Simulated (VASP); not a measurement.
# ZnCu2SnS4 (I-4) in VASP: single point with PBEsol

Aim: the single point of ZnCu2SnS4 with PBEsol.

All numbers are computed with VASP 6.6.1; they aren't measurements. Logs are shortened: lines on timing, memory, paths and dates and some standing lists are left out, and cuts for length are marked.

## (1) The cell of the first run

Symmetry: I-4, No. 82, tetragonal system. Conventional cell: a = 5.374 Å, b = 5.374 Å, c = 10.751 Å, α = 90.00°, β = 90.00°, γ = 90.00°. Within 3.1 Å of Zn (site symmetry -4) lie 4 S at 2.33 Å. Cu (site symmetry -4) has 4 S at 2.27 Å within 3.0 Å. Cu (site symmetry -4) has 4 S at 2.27 Å within 3.0 Å. Sn (site symmetry -4) has 4 S at 2.45 Å within 3.2 Å. Within 3.0 Å of S (site symmetry 1) lie 2 Cu at 2.27 Å and 1 Zn at 2.33 Å and 1 Sn at 2.45 Å.

## (2) Single point, PBEsol

INCAR reads:

```
ALGO = Normal
EDIFF = 1E-6
ENCUT = 520
GGA = PS
ISIF = 2
ISMEAR = 0
LASPH = T
LCHARG = T
LELF = T
LREAL = F
LVHAR = T
LWAVE = F
NBANDS = 46
NELM = 100
PREC = Accurate
SIGMA = 0.1
```

KPOINTS reads:

```
k-points
0
Gamma
  10 10 10
```

POSCAR reads:

```
ZnCu2SnS4
1.0
   -2.6871549102      2.6871549102      5.3756252676
    2.6871549102     -2.6871549102      5.3756252676
    2.6871549102      2.6871549102     -5.3756252676
Zn Cu Sn S
1 2 1 4
Direct
    0.2500000000      0.7500000000      0.5000000000
    0.0000000000      0.0000000000      0.0000000000
    0.7500000000      0.2500000000      0.5000000000
    0.5000000000      0.5000000000      0.0000000000
    0.3703645777      0.8984832487      1.0089660017
    0.1015167513      0.1104827530      0.4718813290
    0.8895172470      0.3613985760     -0.0089660017
    0.6386014240      0.6296354223      0.5281186710
```

Potentials or basis: VASP PAW PBE potentials, release 64 (Zn, Cu, Sn_d, S).

Launch:

```console
$ cat potpaw_PBE.64/Zn/POTCAR potpaw_PBE.64/Cu/POTCAR potpaw_PBE.64/Sn_d/POTCAR potpaw_PBE.64/S/POTCAR > POTCAR
$ mpirun -np 1 vasp_std > vasp.out
```

OUTCAR:

```text
EDIFF = 1E-6
   ENCUT = 520
   GGA = PS
   ISIF = 2
   ISMEAR = 0
   LASPH = T
   LREAL = F
   NELM = 100
   PREC = Accurate

 ion  position               nearest neighbor table
   1  0.250  0.750  0.500-   8 2.33   6 2.33   5 2.33   7 2.33
   2  0.000  0.000  0.000-   5 2.27   6 2.27   7 2.27   8 2.27
   3  0.750  0.250  0.500-   5 2.27   6 2.27   7 2.27   8 2.27
   4  0.500  0.500  0.000-   8 2.45   5 2.45   7 2.45   6 2.45
   5  0.370  0.898  0.009-   3 2.27   2 2.27   1 2.33   4 2.45
   6  0.102  0.110  0.472-   3 2.27   2 2.27   1 2.33   4 2.45
   7  0.890  0.361  0.991-   3 2.27   2 2.27   1 2.33   4 2.45
   8  0.639  0.630  0.528-   3 2.27   2 2.27   1 2.33   4 2.45

  LATTYP: Found a body centered tetragonal cell.
 ALAT       =     5.3743098204
 C/A-ratio  =     2.0004895316

  Lattice vectors:

 A1 = (  -2.6871549102,   2.6871549102,   5.3756252676)
 A2 = (   2.6871549102,  -2.6871549102,   5.3756252676)
 A3 = (   2.6871549102,   2.6871549102,  -5.3756252676)

Analysis of symmetry for initial positions (statically):
=====================================================================
 Subroutine PRICEL returns:
 Original cell was already a primitive cell.

 Routine SETGRP: Setting up the symmetry group for a
 body centered tetragonal supercell.

 Subroutine GETGRP returns: Found  4 space group operations
 (whereof  4 operations were pure point group operations)
 out of a pool of 16 trial point group operations.

The static configuration has the point symmetry S_4 .

Analysis of symmetry for dynamics (positions and initial velocities):
=====================================================================
 Subroutine PRICEL returns:
 Original cell was already a primitive cell.

 Routine SETGRP: Setting up the symmetry group for a
 body centered tetragonal supercell.

 Subroutine GETGRP returns: Found  4 space group operations
 (whereof  4 operations were pure point group operations)
 out of a pool of 16 trial point group operations.

The dynamic configuration has the point symmetry S_4 .

 Subroutine INISYM returns: Found  4 space group operations
 (whereof  4 operations are pure point group operations),
 and found     1 'primitive' translations

----------------------------------------------------------------------------------------

                                     Primitive cell

  volume of cell :     155.2653

  direct lattice vectors                    reciprocal lattice vectors
    -2.687154910  2.687154910  5.375625268     0.000000000  0.186070404  0.093012436
     2.687154910 -2.687154910  5.375625268     0.186070404  0.000000000  0.093012436
     2.687154910  2.687154910 -5.375625268     0.186070404  0.186070404  0.000000000

  length of vectors
     6.583232492  6.583232492  6.583232492     0.208022856  0.208022856  0.263143289

  position of ions in fractional coordinates (direct lattice)
     0.250000000  0.750000000  0.500000000
     0.000000000  0.000000000  0.000000000
     0.750000000  0.250000000  0.500000000
     0.500000000  0.500000000  0.000000000
     0.370364578  0.898483249  0.008966002
     0.101516751  0.110482753  0.471881329
     0.889517247  0.361398576  0.991033998
     0.638601424  0.629635422  0.528118671

  ion indices of the primitive-cell ions
   primitive index   ion index
                 1           1
                 2           2
                 3           3
                 4           4
                 5           5
                 6           6
                 7           7
                 8           8

----------------------------------------------------------------------------------------

 KPOINTS: k-points

Automatic generation of k-mesh.
 Grid dimensions read from file:
 generate k-points for:   10   10   10

 Generating k-lattice:

  Cartesian coordinates                     Fractional coordinates (reciprocal lattice)
     0.000000000  0.018607040  0.009301244     0.100000000  0.000000000  0.000000000
     0.018607040  0.000000000  0.009301244     0.000000000  0.100000000  0.000000000
     0.018607040  0.018607040  0.000000000     0.000000000  0.000000000  0.100000000

  Length of vectors
     0.020802286  0.020802286  0.026314329

  Shift w.r.t. Gamma in fractional coordinates (k-lattice)
     0.000000000  0.000000000  0.000000000

 Subroutine IBZKPT returns following result:
 ===========================================

 Found    144 irreducible k-points:

 Following reciprocal coordinates:
            Coordinates               Weight
  0.000000  0.000000  0.000000      1.000000
  0.100000  0.000000 -0.000000      8.000000
  0.200000  0.000000 -0.000000      8.000000
  0.300000  0.000000 -0.000000      8.000000
  0.400000  0.000000 -0.000000      8.000000
  0.500000  0.000000 -0.000000      4.000000
[... 16 lines left out ...]
  0.200000  0.200000 -0.000000      8.000000
  0.300000  0.200000 -0.000000      8.000000
 [... further k-points ...]
   k-points           NKPTS =    144   k-points in BZ     NKDIM =    144   number of bands    NBANDS=     46
   number of dos      NEDOS =    301   number of ions     NIONS =      8
   total plane-waves  NPLWV = 125000
   dimension x,y,z NGX =    50 NGY =   50 NGZ =   50
   dimension x,y,z NGXF=   100 NGYF=  100 NGZF=  100
   ions per type =               1   2   1   4
   NGX,Y,Z   is equivalent  to a cutoff of  12.63, 12.63, 12.63 a.u.
   NGXF,Y,Z  is equivalent  to a cutoff of  25.25, 25.25, 25.25 a.u.
 SYSTEM =  unknown system
   PREC   = accura    normal or accurate (medium, high low for compatibility)
   ISTART =      0    job   : 0-new  1-cont  2-samecut
   ICHARG =      2    charge: 1-file 2-atom 10-const
   ISPIN  =      1    spin polarized calculation?
   LNONCOLLINEAR =      F non collinear calculations
   LSORBIT =      F    spin-orbit coupling
   LASPH  =      T    aspherical Exc in radial PAW
   ENCUT  =  520.0 eV  38.22 Ry    6.18 a.u.  12.24 12.24 12.24*2*pi/ulx,y,z
   NELM   =    100;   NELMIN=  2; NELMDL= -5     # of ELM steps
   EDIFF  = 0.1E-05   stopping-criterion for ELM
   LREAL  =      F    real-space projection
   EDIFFG = 0.1E-04   stopping-criterion for IOM
   NSW    =      0    number of steps for IOM
   IBRION =     -1    ionic relax: 0-MD 1-quasi-New 2-CG
   NFREE  =      0    steps in history (QN), initial steepest desc. (CG)
   ISIF   =      2    stress and relaxation
   ISYM   =      2    0-nonsym 1-usesym 2-fastsym
   POTIM  = 0.5000    time-step for ionic-motion
   TEBEG  =    0.0;   TEEND  =   0.0 temperature during run
   PSTRESS=    0.0 pullay stress
   NELECT =      72.0000    total number of electrons
   NUPDOWN=      -1.0000    fix difference up-down
   EMIN   =  10.00;   EMAX   =-10.00  energy-range for DOS
   EFERMI =   0.00;   METHOD = LEGACY
   ISMEAR =     0;   SIGMA  =   0.10  broadening in eV -4-tet -1-fermi 0-gaus
   EFERMI_NEDOS =   21; number of points for ismear=-14 and -15
   IALGO  =     38    algorithm
   IMIX   =      4    mixing-type and parameters
     AMIX     =   0.40;   BMIX     =  1.00
     AMIX_MAG =   1.60;   BMIX_MAG =  1.00
  volume/ion in A,a.u.               =      19.41       130.97
  Fermi-wavevector in a.u.,A,eV,Ry     =   1.267149  2.394564 21.846405  1.605665
  Thomas-Fermi vector in A             =   2.400312
   LORBIT       =      0    0 simple, 1 ext, 2 COOP (PROOUT), +10 PAW based schemes
   GGA     = PS    functional components
   LHFCALC =     F    Hartree Fock is set to
   AEXX    =    0.0000 exact exchange contribution
   IVDW    =     0    specifies the selected vdW correction
   LEPSILON=     F    determine dielectric tensor
   LRPA    =     F    only Hartree local field effects (RPA)
 non-spin polarized calculation
 Gauss-broadening in eV      SIGMA  =   0.10
  energy-cutoff  :      520.00
  volume of cell :      155.27
 maximum number of plane-waves:      4210
 NGX is ok and might be reduce to    50
   NGX = 25   NGY = 25   NGZ = 25

 number of electron      71.9999972 magnetization

 Free energy of the ion-electron system (eV)
  ---------------------------------------------------
  ext. energy  EPLUGINS =         0.00000000
  ---------------------------------------------------
  free energy    TOTEN  =       -35.82426161 eV

  energy without entropy =      -35.82410385  energy(sigma->0) =      -35.82418273

 E-fermi :   5.2268     XC(G=0): -10.1567

 val. band max:        5.1276619888   @ k =   0.0000   0.0000   0.0000
 cond. band min:       5.2619932158   @ k =   0.0000   0.0000   0.0000
 fundamental gap:      0.1343312270
 Fermi energy:         5.2267613295

 k-point     1 :       0.0000    0.0000    0.0000
  band No.  band energies     occupation
      1     -17.0744      2.00000
      2     -17.0702      2.00000
      3     -17.0702      2.00000
      4     -16.9923      2.00000
      5     -16.9876      2.00000
      6      -9.5747      2.00000
[... 38 lines left out ...]
     45      10.3699      0.00000
     46      10.9569      0.00000

 k-point     2 :       0.1000    0.0000   -0.0000
  band No.  band energies     occupation
      1     -17.0744      2.00000
      2     -17.0702      2.00000
      3     -17.0702      2.00000
      4     -16.9922      2.00000
      5     -16.9876      2.00000
      6      -9.5382      2.00000
[... 38 lines left out ...]
     45      10.4918      0.00000
     46      10.8416      0.00000

 k-point     3 :       0.2000    0.0000   -0.0000
  band No.  band energies     occupation
      1     -17.0746      2.00000
      2     -17.0704      2.00000
      3     -17.0701      2.00000
      4     -16.9921      2.00000
      5     -16.9875      2.00000
      6      -9.4315      2.00000
[... 38 lines left out ...]
     45      10.4793      0.00000
     46      10.9197      0.00000

 k-point     4 :       0.3000    0.0000   -0.0000
  band No.  band energies     occupation
      1     -17.0747      2.00000
      2     -17.0705      2.00000
      3     -17.0701      2.00000
      4     -16.9919      2.00000
      5     -16.9874      2.00000
      6      -9.2643      2.00000
[... 920 lines left out ...]
     45      10.6106      0.00000
     46      10.8268      0.00000

 k-point    23 :       0.2000    0.2000   -0.0000
  band No.  band energies     occupation
      1     -17.0748      2.00000
      2     -17.0703      2.00000
      3     -17.0703      2.00000
      4     -16.9918      2.00000
      5     -16.9874      2.00000
      6      -9.2480      2.00000
[... 38 lines left out ...]
     45      10.6411      0.00000
     46      10.9145      0.00000

 k-point    24 :       0.3000    0.2000   -0.0000
  band No.  band energies     occupation
      1     -17.0750      2.00000
      2     -17.0705      2.00000
      3     -17.0703      2.00000
      4     -16.9916      2.00000
      5     -16.9873      2.00000
      6      -9.0792      2.00000
[... 38 lines left out ...]
     45      10.7771      0.00000
     46      11.1397      0.00000

 [... further k-points ...]

------------------------ aborting loop because EDIFF is reached ----------------------------------------

  FORCE on cell =-STRESS in cart. coord.  units (eV):
  Direction    XX          YY          ZZ          XY          YZ          ZX
  --------------------------------------------------------------------------------------
  -------------------------------------------------------------------------------------
  Total        0.1223766      0.1223766      0.1435978     -0.0000000      0.0000000     -0.0000000
  in kB        1.2628002      1.2628002      1.4817811     -0.0000001      0.0000000     -0.0000000
  external PRESSURE =       1.3357938 kB  Pullay stress =       0.0000000 kB

 VOLUME and BASIS-vectors are now :
 -----------------------------------------------------------------------------
  energy-cutoff  :      520.00
  volume of cell :      155.27
      direct lattice vectors                 reciprocal lattice vectors
    -2.687154910  2.687154910  5.375625268     0.000000000  0.186070404  0.093012436
     2.687154910 -2.687154910  5.375625268     0.186070404  0.000000000  0.093012436
     2.687154910  2.687154910 -5.375625268     0.186070404  0.186070404  0.000000000

 POSITION                                       TOTAL-FORCE (eV/Angst)
 -----------------------------------------------------------------------------------
      2.68715      0.00000      2.68781        -0.000000     -0.000000     -0.000000
      0.00000      0.00000      0.00000         0.000000     -0.000000     -0.000000
      0.00000      2.68715      2.68781         0.000000      0.000000     -0.000000
      0.00000      0.00000      5.37563        -0.000000      0.000000     -0.000000
      1.44323     -1.39504      6.77265        -0.027966      0.015789     -0.016677
      1.29211      1.24393     -1.39703         0.015789      0.027966      0.016677
      1.24393      4.08220      1.39703         0.027966     -0.015789     -0.016677
      1.39504      1.44323      3.97860        -0.015789     -0.027966      0.016677
 -----------------------------------------------------------------------------------
    total drift:                               -0.000011     -0.000011     -0.000006

  FREE ENERGIE OF THE ION-ELECTRON SYSTEM (eV)
  ---------------------------------------------------
  free  energy   TOTEN  =       -35.8242616096 eV

  energy  without entropy=      -35.8241038536  energy(sigma->0) =      -35.82418273
```

Wall time 25 min (1 thread of AMD EPYC 9R14 (Zen 4), shared host); peak memory 1 GiB.

What came out:

- Free energy: -35.8243 eV
- Pressure: 0.1 GPa
- Largest force: 0.036 eV/Å
- Band gap on the k mesh: 0.13 eV

Forces on the atoms (eV/Å):
```
Zn   0.000  0.000  0.000
Cu   0.000  0.000  0.000
Cu   0.000  0.000  0.000
Sn   0.000  0.000  0.000
S   -0.028  0.016 -0.017
S    0.016  0.028  0.017
S    0.028 -0.016 -0.017
S   -0.016 -0.028  0.017
```

Levels at points of the mesh, in eV from the valence-band top:
```csv
k point,band 33,band 34,band 35,band 36,band 37,band 38,band 39,band 40
"(0.00, 0.00, 0.00)",-1.65,-0.05,-0.05,0.00,0.13,1.79,2.67,3.61
"(0.50, 0.00, 0.00)",-1.30,-1.27,-1.16,-0.58,1.57,2.99,3.24,4.01
"(0.50, 0.50, 0.00)",-0.90,-0.80,-0.59,-0.45,0.52,2.26,3.04,3.96
"(0.50, 0.50, 0.50)",-1.27,-1.27,-0.97,-0.97,1.18,1.83,1.83,2.17
```

Caveat: the PAW data sets were made with another functional, which shifts forces and pressure a little; spin-orbit coupling is left out, which moves the levels of the heavy elements.
